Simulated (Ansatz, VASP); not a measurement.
## ZnAg: VASP beside Ansatz

```xyz
2
Lattice="3.1560 0.0316 0.0316 0.0316 3.1560 0.0316 0.0316 0.0316 3.1560" Properties=species:S:1:pos:R:3 pbc="T T T"
Zn    1.6096    1.6096    1.6096
Ag    0.0000    0.0000    0.0000
```

Change from the starting cell: equal xy, yz and zx shear strains of +2 %.

Alike in both runs: task single point; functional LDA; k mesh 12 × 12 × 12; occupations fermi-dirac, width 0.03 eV; no spin polarisation.

|  | VASP | Ansatz |
| --- | --- | --- |
| version | VASP 6.6.1 | Ansatz 0.2.0 |
| potentials or method | VASP PAW LDA potentials, release 64 (Zn, Ag), cutoff 520 eV | all-electron LAPW, scalar-relativistic |

```tsv
	VASP	Ansatz	Ansatz less VASP
pressure (GPa)	-7.5	-7.9	-0.43
traceless stress, the component that is largest in VASP (GPa)	-1.14	-1.12	+0.026
```

LDA's correlation is that of Perdew and Zunger in VASP and of Perdew and Wang (1992) in Ansatz. Ansatz ran all-electron here, and VASP with PAW potentials.
